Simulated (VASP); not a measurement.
Li, 3 atoms in the cell. The structure is trigonal, space group R-3m (No. 166). The conventional cell has a = 3.101 Å, b = 3.101 Å, c = 22.765 Å, α = 90.00°, β = 90.00°, γ = 120.00°. Within 4.1 Å of Li (site symmetry 3m) lie 12 Li at 3.09 to 3.10 Å. Li (site symmetry -3m) has 12 Li at 3.10 Å within 4.1 Å. 

- Program: VASP 6.6.1
- Task: single point
- Functional: PBEsol
- Potentials or basis: VASP PAW PBE potentials, release 64 (Li_sv)
- Cutoff: 520 eV
- k mesh: 6 × 6 × 6
- Occupations: fermi-dirac, width 0.05 eV
- Spin: no spin polarisation
- Dipole correction: no
- Further INCAR settings: ALGO = Normal; EDIFF = 1e-06; NBANDS = 12

Potentials or basis: VASP PAW PBE potentials, release 64 (Li_sv).

The run is started by

```sh
$ cat potpaw_PBE.64/Li_sv/POTCAR > POTCAR
$ mpirun -np 1 vasp_std > vasp.out
```

Hardware: 1 thread of AMD EPYC 7R13 Processor (Zen 3), on a shared host.

How long does it take, and how much memory?

Run time: 2.2 min on 1 thread of AMD EPYC 7R13 Processor (Zen 3) (shared host), peak memory 0.4 GiB. Counts: scf iterations 11, k points 32.
